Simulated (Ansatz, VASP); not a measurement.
# NaF in VASP and in Ansatz

File INCAR:

```
PREC     = Accurate       # precision mode
ENCUT    = 600            # plane-wave cutoff, eV
EDIFF    = 1E-6           # SCF threshold, eV
ISMEAR   = 0              # smearing method
SIGMA    = 0.02           # smearing width, eV
LREAL    = False          # projectors in reciprocal space
LASPH    = True           # aspherical terms in the spheres
NELM     = 120            # most SCF steps
ALGO     = Normal         # electronic algorithm
ISIF     = 2              # what is computed and relaxed
LWAVE    = False          # write WAVECAR
LCHARG   = True           # write CHGCAR
LELF     = True           # ELF
LVHAR    = True         
NBANDS   = 14             # bands
GGA_COMPAT= False
```

The input KPOINTS:

```
Automatic mesh
0
Gamma
  10 10 10
```

POSCAR

```
NaF
1.0
    0.0000000000      2.2511321385      2.2511321385
    2.2511321385      0.0000000000      2.2511321385
    2.2511321385      2.2511321385      0.0000000000
Na F
1 1
Direct
    0.0000000000      0.0000000000      0.0000000000
    0.5000000000      0.5000000000      0.5000000000
```

Input for Ansatz:

```yaml
crystal:
  lattice:
    - [0.0, 2.2511321385, 2.2511321385]
    - [2.2511321385, 0.0, 2.2511321385]
    - [2.2511321385, 2.2511321385, 0.0]
  atoms:
    - { symbol: Na, position: [0.0, 0.0, 0.0] }
    - { symbol: F, position: [0.5, 0.5, 0.5] }
basis:
  ecutwfc: 420
kpoints:
  mp_grid: { grid: [10, 10, 10] }
  band_path:
    path:
      - [[0.0, 0.0, 0.0], [0.5, 0.0, 0.5], [0.625, 0.25, 0.625]]
      - [[0.375, 0.375, 0.75], [0.0, 0.0, 0.0], [0.5, 0.5, 0.5], [0.5, 0.25, 0.75], [0.5, 0.0, 0.5]]
    npoints: 10
hamiltonian:
  xc: lda
  pseudopotentials: { kind: paw, azcp: { folder: soft_1 } }
scf:
  occupations: { method: gaussian, width: 0.02 }
  n_extra_bands: 7
output:
  forces: true
  stress: true
  eigenvalues: true
```

Alike in both runs: task single point; functional LDA; k mesh 10 × 10 × 10; occupations gaussian, width 0.02 eV; no spin polarisation.

|  | VASP | Ansatz |
| --- | --- | --- |
| version | VASP 6.6.1 | Ansatz 0.2.0 |
| potentials or method | VASP PAW LDA potentials, release 64 (Na_pv, F), cutoff 600 eV | scalar-relativistic, plane waves, PAW |
| valence electrons in the cell | 14 | 16 |

Ansatz gave:

```
gap on the k mesh at the Fermi level (eV) : 6.46
least direct gap on the mesh (eV)         : 6.46
pressure (GPa)                            : 0.0
```

Problem. Which values does VASP return?

Solution. gap on the k mesh at the Fermi level (eV): 6.44; least direct gap on the mesh (eV): 6.44; pressure (GPa): -0.1.

Ansatz warns that its potentials were made for another functional, while VASP's fit it. LDA's correlation is that of Perdew and Zunger in VASP and of Perdew and Wang (1992) in Ansatz. VASP's potentials hold 14 valence electrons a cell and Ansatz's 16, so a difference there can come from the potentials and not from the codes.
